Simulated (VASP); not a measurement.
Here is a VASP 6.6.1 calculation.

File INCAR:

```
SYSTEM = ScNb2O3
PREC     = Accurate       ! precision mode
ENCUT    = 520            ! plane-wave cutoff, eV
EDIFF    = 1E-6           ! SCF threshold, eV
ISMEAR   = 0              ! smearing method
SIGMA    = 0.2            ! smearing width, eV
LREAL    = .FALSE.        ! projectors in reciprocal space
LASPH    = .TRUE.         ! aspherical terms in the spheres
NELM     = 100            ! most SCF steps
ALGO     = Normal         ! electronic algorithm
ISIF     = 2              ! what is computed and relaxed
LWAVE    = .FALSE.        ! write WAVECAR
LCHARG   = .FALSE.        ! write CHGCAR
GGA      = PE             ! functional
NBANDS   = 67             ! bands
```

The input KPOINTS:

```
Automatic mesh
0
G
  6 6 4
  0 0 0
```

File POSCAR:

```
ScNb2O3
1.0
   -4.8194603399      0.0000000000      0.0000000000
    2.4097301700     -5.2697243654      0.0000000000
    0.0000000000      0.0000000000      6.7445306949
Sc Nb O
2 4 6
Direct
    0.5000000000      1.0000000000      0.0000000000
    0.5000000000      1.0000000000      0.5000000000
    0.1997401063      0.3994802125      0.5000000000
    0.1997401063      0.3994802125      0.0000000000
    0.8002598937      0.6005197875      0.0000000000
    0.8002598937      0.6005197875      0.5000000000
    1.0000000000      1.0000000000      0.0000000000
    1.0000000000      1.0000000000      0.5000000000
    0.0000000000      0.5000000000      0.2500000000
    0.0000000000      0.5000000000      0.7500000000
    0.5000000000      0.5000000000      0.2500000000
    0.5000000000      0.5000000000      0.7500000000
```

Potentials or basis: VASP PAW PBE potentials, release 64 (Sc_sv, Nb_sv, O).

Launch:

```sh
$ cat potpaw_PBE.64/Sc_sv/POTCAR potpaw_PBE.64/Nb_sv/POTCAR potpaw_PBE.64/O/POTCAR > POTCAR
$ mpirun -np 1 vasp_std > vasp.out
```

Predict the largest force.

0.005 eV/Å.

Predict the pressure.

-0.1 GPa.

Predict the band gap on the k mesh.

zero (bands 55 and 56 overlap by 0.87 eV).

Forces in eV/Å, atoms in the order of the input:
```
Sc   0.000  0.000  0.000
Sc   0.000  0.000  0.000
Nb   0.000  0.005  0.000
Nb   0.000  0.005  0.000
Nb   0.000 -0.005  0.000
Nb   0.000 -0.005  0.000
O    0.000  0.000  0.000
O    0.000  0.000  0.000
O    0.000  0.000  0.000
O    0.000  0.000  0.000
O    0.000  0.000  0.000
O    0.000  0.000  0.000
```
